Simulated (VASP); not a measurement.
# TiAl (P-6m2) in VASP: notebook

TiAl is run at these levels: PBEsol; tasks: single point.

All numbers are computed with VASP 6.6.1; they aren't measurements. Logs are shortened: lines on timing, memory, paths and dates and some standing lists are left out, and cuts for length are marked.

## 1. The cell of the first run

The structure is hexagonal, space group P-6m2 (No. 187). The conventional cell has a = 2.885 Å, b = 2.885 Å, c = 4.680 Å, α = 90.00°, β = 90.00°, γ = 120.00°. Within 3.8 Å of Ti (site symmetry -6m2) lie 6 Al at 2.87 Å and 6 Ti at 2.89 Å. Within 3.8 Å of Al (site symmetry -6m2) lie 6 Ti at 2.87 Å and 6 Al at 2.89 Å.

## 2. Single point, PBEsol, collinear spin (16.87 Å³/atom)

Input file INCAR:

```
SYSTEM = TiAl
ALGO = Normal
EDIFF = 1E-7
ENCUT = 520
GGA = PS
ISIF = 2
ISMEAR = 0
ISPIN = 2
LASPH = .True.
LCHARG = .True.
LELF = .True.
LMAXMIX = 4
LORBIT = 11
LREAL = .False.
LVHAR = .True.
LWAVE = .False.
MAGMOM = 0.625 0
NBANDS = 18
NELM = 150
NUPDOWN = 0.625
PREC = Accurate
SIGMA = 0.15
```

Input file KPOINTS:

```
k-points
0
Gamma
  21 21 12
  0 0 0
```

Input file POSCAR:

```
TiAl
1.0
    2.8850104496      0.0000000000      0.0000000000
   -1.4425052248      2.4984923395      0.0000000000
    0.0000000000      0.0000000000      4.6799630897
Ti Al
1 1
Direct
    0.0000000000      0.0000000000      0.0000000000
    0.3333333333      0.6666666667      0.5000000000
```

Potentials or basis: VASP PAW PBE potentials, release 64 (Ti_sv, Al).

On the command line:

```bash
$ cat potpaw_PBE.64/Ti_sv/POTCAR potpaw_PBE.64/Al/POTCAR > POTCAR
$ mpirun -np 1 vasp_std > vasp.out
```

OUTCAR:

```text
SYSTEM = TiAl
   EDIFF = 1E-7
   ENCUT = 520
   GGA = PS
   ISIF = 2
   ISMEAR = 0
   ISPIN = 2
   LASPH = .True.
   LORBIT = 11
   LREAL = .False.
   NELM = 150
   NUPDOWN = 0.625
   PREC = Accurate

 ion  position               nearest neighbor table
   1  0.000  0.000  0.000-   2 2.87   2 2.87   2 2.87   2 2.87   2 2.87   2 2.87
   2  0.333  0.667  0.500-   1 2.87   1 2.87   1 2.87   1 2.87   1 2.87   1 2.87

  LATTYP: Found a hexagonal cell.
 ALAT       =     2.8850104496
 C/A-ratio  =     1.6221650394

  Lattice vectors:

 A1 = (   2.8850104496,   0.0000000000,   0.0000000000)
 A2 = (  -1.4425052248,   2.4984923395,   0.0000000000)
 A3 = (   0.0000000000,   0.0000000000,   4.6799630897)

Analysis of symmetry for initial positions (statically):
=====================================================================
 Subroutine PRICEL returns:
 Original cell was already a primitive cell.

 Routine SETGRP: Setting up the symmetry group for a
 hexagonal supercell.

 Subroutine GETGRP returns: Found 12 space group operations
 (whereof 12 operations were pure point group operations)
 out of a pool of 24 trial point group operations.

The static configuration has the point symmetry D_3h.

Analysis of symmetry for dynamics (positions and initial velocities):
=====================================================================
 Subroutine PRICEL returns:
 Original cell was already a primitive cell.

 Routine SETGRP: Setting up the symmetry group for a
 hexagonal supercell.

 Subroutine GETGRP returns: Found 12 space group operations
 (whereof 12 operations were pure point group operations)
 out of a pool of 24 trial point group operations.

The dynamic configuration has the point symmetry D_3h.

Analysis of structural, dynamic, and magnetic symmetry:
=====================================================================
 Subroutine PRICEL returns:
 Original cell was already a primitive cell.

 Routine SETGRP: Setting up the symmetry group for a
 hexagonal supercell.

 Subroutine GETGRP returns: Found 12 space group operations
 (whereof 12 operations were pure point group operations)
 out of a pool of 24 trial point group operations.

The overall configuration has the point symmetry D_3h.

 Subroutine INISYM returns: Found 12 space group operations
 (whereof 12 operations are pure point group operations),
 and found     1 'primitive' translations

----------------------------------------------------------------------------------------

                                     Primitive cell

  volume of cell :      33.7340

  direct lattice vectors                    reciprocal lattice vectors
     2.885010450  0.000000000  0.000000000     0.346619195  0.200120686  0.000000000
    -1.442505225  2.498492339  0.000000000     0.000000000  0.400241371  0.000000000
     0.000000000  0.000000000  4.679963090     0.000000000  0.000000000  0.213676899

  length of vectors
     2.885010450  2.885010450  4.679963090     0.400241371  0.400241371  0.213676899

  position of ions in fractional coordinates (direct lattice)
     0.000000000  0.000000000  0.000000000
     0.333333333  0.666666667  0.500000000

  ion indices of the primitive-cell ions
   primitive index   ion index
                 1           1
                 2           2

----------------------------------------------------------------------------------------

 KPOINTS: k-points

Automatic generation of k-mesh.
 Grid dimensions read from file:
 generate k-points for:   21   21   12

 Generating k-lattice:

  Cartesian coordinates                     Fractional coordinates (reciprocal lattice)
     0.016505676  0.009529556  0.000000000     0.047619048  0.000000000  0.000000000
     0.000000000  0.019059113  0.000000000     0.000000000  0.047619048  0.000000000
     0.000000000  0.000000000  0.017806408     0.000000000  0.000000000  0.083333333

  Length of vectors
     0.019059113  0.019059113  0.017806408

  Shift w.r.t. Gamma in fractional coordinates (k-lattice)
     0.000000000  0.000000000  0.000000000

 Subroutine IBZKPT returns following result:
 ===========================================

 Found    336 irreducible k-points:

 Following reciprocal coordinates:
            Coordinates               Weight
  0.000000  0.000000  0.000000      1.000000
  0.047619  0.000000  0.000000      6.000000
  0.095238  0.000000  0.000000      6.000000
  0.142857  0.000000  0.000000      6.000000
  0.190476  0.000000  0.000000      6.000000
  0.238095  0.000000  0.000000      6.000000
[... 16 lines left out ...]
  0.142857  0.095238  0.000000     12.000000
  0.190476  0.095238  0.000000     12.000000
 [... further k-points ...]
   k-points           NKPTS =    336   k-points in BZ     NKDIM =    336   number of bands    NBANDS=     18
   number of dos      NEDOS =    301   number of ions     NIONS =      2
   total plane-waves  NPLWV =  20736
   dimension x,y,z NGX =    24 NGY =   24 NGZ =   36
   dimension x,y,z NGXF=    48 NGYF=   48 NGZF=   72
   ions per type =               1   1
   NGX,Y,Z   is equivalent  to a cutoff of  13.83, 13.83, 12.79 a.u.
   NGXF,Y,Z  is equivalent  to a cutoff of  27.66, 27.66, 25.58 a.u.
 SYSTEM =  TiAl
   PREC   = accura    normal or accurate (medium, high low for compatibility)
   ISTART =      0    job   : 0-new  1-cont  2-samecut
   ICHARG =      2    charge: 1-file 2-atom 10-const
   ISPIN  =      2    spin polarized calculation?
   LNONCOLLINEAR =      F non collinear calculations
   LSORBIT =      F    spin-orbit coupling
   LASPH  =      T    aspherical Exc in radial PAW
   ENCUT  =  520.0 eV  38.22 Ry    6.18 a.u.   5.36  5.36  8.70*2*pi/ulx,y,z
   NELM   =    150;   NELMIN=  2; NELMDL= -5     # of ELM steps
   EDIFF  = 0.1E-06   stopping-criterion for ELM
   LREAL  =      F    real-space projection
   EDIFFG = 0.1E-05   stopping-criterion for IOM
   NSW    =      0    number of steps for IOM
   IBRION =     -1    ionic relax: 0-MD 1-quasi-New 2-CG
   NFREE  =      0    steps in history (QN), initial steepest desc. (CG)
   ISIF   =      2    stress and relaxation
   ISYM   =      2    0-nonsym 1-usesym 2-fastsym
   POTIM  = 0.5000    time-step for ionic-motion
   TEBEG  =    0.0;   TEEND  =   0.0 temperature during run
   PSTRESS=    0.0 pullay stress
   NELECT =      15.0000    total number of electrons
   NUPDOWN=       0.6250    fix difference up-down
   EMIN   =  10.00;   EMAX   =-10.00  energy-range for DOS
   EFERMI =   0.00;   METHOD = LEGACY
   ISMEAR =     0;   SIGMA  =   0.15  broadening in eV -4-tet -1-fermi 0-gaus
   EFERMI_NEDOS =   21; number of points for ismear=-14 and -15
   IALGO  =     38    algorithm
   IMIX   =      4    mixing-type and parameters
     AMIX     =   0.40;   BMIX     =  1.00
     AMIX_MAG =   1.60;   BMIX_MAG =  1.00
  volume/ion in A,a.u.               =      16.87       113.82
  Fermi-wavevector in a.u.,A,eV,Ry     =   1.249538  2.361284 21.243375  1.561344
  Thomas-Fermi vector in A             =   2.383573
   LORBIT       =     11    0 simple, 1 ext, 2 COOP (PROOUT), +10 PAW based schemes
   GGA     = PS    functional components
   LHFCALC =     F    Hartree Fock is set to
   AEXX    =    0.0000 exact exchange contribution
   IVDW    =     0    specifies the selected vdW correction
   LEPSILON=     F    determine dielectric tensor
   LRPA    =     F    only Hartree local field effects (RPA)
 spin polarized calculation
 Gauss-broadening in eV      SIGMA  =   0.15
  energy-cutoff  :      520.00
  volume of cell :       33.73
 maximum number of plane-waves:       941
 NGX is ok and might be reduce to    24
   NGX = 11   NGY = 11   NGZ = 17

 number of electron      14.9999999 magnetization       0.6250000

 Free energy of the ion-electron system (eV)
  ---------------------------------------------------
  ext. energy  EPLUGINS =         0.00000000
  ---------------------------------------------------
  free energy    TOTEN  =       -12.91222923 eV

  energy without entropy =      -12.89030420  energy(sigma->0) =      -12.90126671

 E-fermi :   7.6285     XC(G=0): -10.9722

 val. band max:        7.7865065586   @ k =   0.2381   0.1429   0.4167
 cond. band min:       7.6347078787   @ k =   0.2857   0.1429   0.0000
 fundamental gap:     -0.1517986799
 Fermi energy:         7.7886639448

 spin component 1

 k-point     1 :       0.0000    0.0000    0.0000
  band No.  band energies     occupation
      1     -48.8268      1.00000
      2     -25.2310      1.00000
      3     -24.8517      1.00000
      4     -24.8517      1.00000
      5      -1.2773      1.00000
      6       5.1533      1.00000
[... 10 lines left out ...]
     17      21.3631      0.00000
     18      24.4781      0.00000
[... 463 lines left out ...]
 k-point    24 :       0.1905    0.0952    0.0000
  band No.  band energies     occupation
      1     -48.7810      1.00000
      2     -25.1857      1.00000
      3     -25.1256      1.00000
      4     -24.9285      1.00000
      5       0.2484      1.00000
      6       5.9297      1.00000
[... 10 lines left out ...]
     17      22.5721      0.00000
     18      23.5556      0.00000

 [... further k-points ...]

 spin component 2

 k-point     1 :       0.0000    0.0000    0.0000
  band No.  band energies     occupation
      1     -48.4969      1.00000
      2     -24.9376      1.00000
      3     -24.5018      1.00000
      4     -24.5018      1.00000
      5      -1.1266      1.00000
      6       5.6242      1.00000
[... 10 lines left out ...]
     17      21.7786      0.00000
     18      24.6334      0.00000
[... 463 lines left out ...]
 k-point    24 :       0.1905    0.0952    0.0000
  band No.  band energies     occupation
      1     -48.4518      1.00000
      2     -24.8924      1.00000
      3     -24.7718      1.00000
      4     -24.5775      1.00000
      5       0.3949      1.00000
      6       6.1449      1.00000
[... 10 lines left out ...]
     17      22.7601      0.00000
     18      23.8644      0.00000

 [... further k-points ...]

------------------------ aborting loop because EDIFF is reached ----------------------------------------

  FORCE on cell =-STRESS in cart. coord.  units (eV):
  Direction    XX          YY          ZZ          XY          YZ          ZX
  --------------------------------------------------------------------------------------
  -------------------------------------------------------------------------------------
  Total       -0.6253452     -0.6253452     -1.1243084      0.0000000      0.0000000      0.0000000
  in kB      -29.7004202    -29.7004202    -53.3983950      0.0000000      0.0000000      0.0000000
  external PRESSURE =     -37.5997451 kB  Pullay stress =       0.0000000 kB

 VOLUME and BASIS-vectors are now :
 -----------------------------------------------------------------------------
  energy-cutoff  :      520.00
  volume of cell :       33.73
      direct lattice vectors                 reciprocal lattice vectors
     2.885010450  0.000000000  0.000000000     0.346619195  0.200120686  0.000000000
    -1.442505225  2.498492339  0.000000000     0.000000000  0.400241371  0.000000000
     0.000000000  0.000000000  4.679963090     0.000000000  0.000000000  0.213676899

 POSITION                                       TOTAL-FORCE (eV/Angst)
 -----------------------------------------------------------------------------------
      0.00000      0.00000      0.00000         0.000000      0.000000      0.000000
     -0.00000      1.66566      2.33998         0.000000     -0.000000      0.000000
 -----------------------------------------------------------------------------------
    total drift:                                0.000000     -0.000000      0.000000

  FREE ENERGIE OF THE ION-ELECTRON SYSTEM (eV)
  ---------------------------------------------------
  free  energy   TOTEN  =       -12.9122292312 eV

  energy  without entropy=      -12.8903041959  energy(sigma->0) =      -12.90126671

 total charge

# of ion       s       p       d       tot
------------------------------------------
    1        2.216   6.130   1.897  10.243
    2        0.426   0.370   0.000   0.797
--------------------------------------------------
tot          2.643   6.500   1.897  11.040

 magnetization (x)

# of ion       s       p       d       tot
------------------------------------------
    1        0.006   0.034   0.340   0.380
    2        0.000   0.010   0.000   0.010
--------------------------------------------------
tot          0.006   0.044   0.340   0.389
```

Wall time 4.2 min (1 thread of AMD EPYC 9R45 (Zen 5), shared host); peak memory 0.38 GiB.

What came out:

```yaml
Free_energy: -12.9122 eV
Pressure: -3.8 GPa
Net_moment: 0.62 μB per cell
Site_moments: Ti +0.38; Al +0.01 μB
Valence_electrons_inside_the_program's_atomic_spheres: Ti 10.24; Al 0.80
```

Caveat: the cell stands under tension; the PAW data sets were made with another functional, which shifts forces and pressure a little; the total moment is fixed, so each spin has its own Fermi level.

[end of part 1 of 2]
